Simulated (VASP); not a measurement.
Set up this calculation in VASP 6.6.1, as the native input.

```yaml
Task: relaxation of cell and atoms
Functional: r2SCAN
Potentials_or_basis: VASP PAW PBE potentials, release 64 (Ag)
Cutoff: 600 eV
k_mesh: 18 × 18 × 18
Occupations: gaussian, width 0.1 eV
Spin: no spin polarisation
Dipole_correction: no
Further_INCAR_settings: ALGO = Normal; EDIFF = 1e-07; IBRION = 2; EDIFFG = -0.002; NSW = 100; ISIF = 3
```

Ag:

```
CELL_PARAMETERS angstrom
0.00000 2.06750 2.06750
2.06750 0.00000 2.06750
2.06750 2.06750 0.00000
ATOMIC_POSITIONS crystal
Ag 0.00000 0.00000 0.00000
```

These files were run (other wordings do the same):

POSCAR

```
Ag
1.0
    0.0000000000      2.0675000000      2.0675000000
    2.0675000000      0.0000000000      2.0675000000
    2.0675000000      2.0675000000      0.0000000000
Ag
1
Direct
    0.0000000000      0.0000000000      0.0000000000
```

INCAR.step1

```
PREC = Accurate
ENCUT = 600
ISMEAR = 0
SIGMA = 0.1
LREAL = False
LASPH = True
NELM = 100
GGA = PE
ALGO = Normal
EDIFF = 1E-4
LWAVE = True
LCHARG = False
```

INCAR.step2

```
PREC = Accurate
ENCUT = 600
EDIFF = 1E-7
ISMEAR = 0
SIGMA = 0.1
LREAL = False
LASPH = True
NELM = 100
ALGO = Normal
ISIF = 3
LWAVE = False
LCHARG = False
METAGGA = R2SCAN
LMIXTAU = True
IBRION = 2
NSW = 100
EDIFFG = -0.002
ISTART = 1
```

KPOINTS

```
Automatic mesh
0
Gamma
  18 18 18
```

Potentials or basis: VASP PAW PBE potentials, release 64 (Ag).

Launch:

```sh
$ cat potpaw_PBE.64/Ag/POTCAR > POTCAR
$ cp INCAR.step1 INCAR
$ mpirun -np 1 vasp_std > vasp.out
$ cp INCAR.step2 INCAR
$ mpirun -np 1 vasp_std > vasp.out
```

Results of the run:

The relaxed volume is 17.30 Å³/atom, the relaxed cell is a = 2.903 Å, b = 2.903 Å, c = 2.903 Å, α = 60.00°, β = 60.00°, γ = 60.00° and the space group after relaxing (to 0.1 Å) is Fm-3m (No. 225). The energy gained by relaxing is 2.5 meV/atom, the ionic steps are 3 and the pressure after relaxing is 0.0 GPa. The band gap on the k mesh is zero (an odd number of electrons rules out a gap without spin polarisation).

Caveat: the PAW data sets were made with another functional, which shifts forces and pressure a little.

Wall time 3.7 min on 1 thread of Intel Xeon 8259CL, on a shared host, peak memory 0.19 GiB.
